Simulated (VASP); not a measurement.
Runs of VASP 6.6.1 on CuI. The structure is that of space group F-43m (No. 216), or close to it. The cells are those of the table. 

```csv
task,level,potentials or basis,U,cell,k mesh,cutoff (eV),smearing,grid for exact exchange (PRECFOCK),share of exact exchange,screening parameter,gap on the mesh (eV),pressure (GPa),relaxed volume (Å³/atom)
single point,HSE06,"VASP PAW PBE potentials, release 64 (I, Cu)",-,"a = 4.287 Å, angles 60.0°, 2 atoms",4 × 4 × 4,520,methfessel-paxton 0.1 eV,Normal,0.25,0.2079 1/Å,2.59,(a),-
single point,PBE,"VASP PAW PBE potentials, release 64 (I, Cu)",-,"a = 4.287 Å, angles 60.0°, 2 atoms",3 × 3 × 3,520,fermi-dirac 0.03 eV,-,-,-,1.14,1.4,-
dielectric tensor,PBE+U,"VASP PAW PBE potentials, release 64 (I, Cu)",Cu d U = 6.2 eV,"a = 4.287 Å, angles 60.0°, 2 atoms",8 × 8 × 8,520,gaussian 0.01 eV,-,-,-,(b),-,-
relaxation of cell and atoms,RPBE+D4,"VASP PAW PBE potentials, release 64 (I, Cu)",-,"relaxed from a = 4.287 Å, angles 60.0°, 2 atoms",8 × 8 × 8,600,fermi-dirac 0.05 eV,-,-,-,1.42,0.0,26.40
single point,PBE,"VASP PAW PBE potentials, release 64 (I, Cu)",-,"a = 4.287 Å, angles 60.0°, 2 atoms",8 × 8 × 8,520,gaussian 0.026 eV,-,-,-,1.14,0.7,-
single point,RPBE+D4,"VASP PAW PBE potentials, release 64 (I, Cu)",-,"a = 4.208 Å, angles 60.0°, 2 atoms",8 × 8 × 8,520,fermi-dirac 0.05 eV,-,-,-,1.43,0.0,-
single point,LDA,"VASP PAW LDA potentials, release 64 (I, Cu)",-,"a = 4.287 Å, angles 60.0°, 2 atoms",8 × 8 × 8,520,fermi-dirac 0.05 eV,-,-,-,1.00,-4.3,-
relaxation of cell and atoms,HF,"VASP PAW PBE potentials, release 64 (I, Cu)",-,"relaxed from a = 4.287 Å, angles 60.0°, 2 atoms",4 × 4 × 4,600,fermi-dirac 0.05 eV,Normal,1,-,9.44,0.0,35.59
```

Alike in all rows: no spin polarisation.

Task: Estimate the missing entries.

Result: (a) 0.6; (b) 2.08.

Caveats: some runs use coarse meshes; spin-orbit coupling is left out, which moves the levels of the heavy elements; the PAW data sets were made with another functional, which shifts forces and pressure a little (at least some runs); the cell stands under tension (at least some runs); the volume moved by over 15 % at a fixed basis, so the end points are rough (at least some runs).

A k mesh can miss the band edges, and the runs leave out spin-orbit coupling on I.
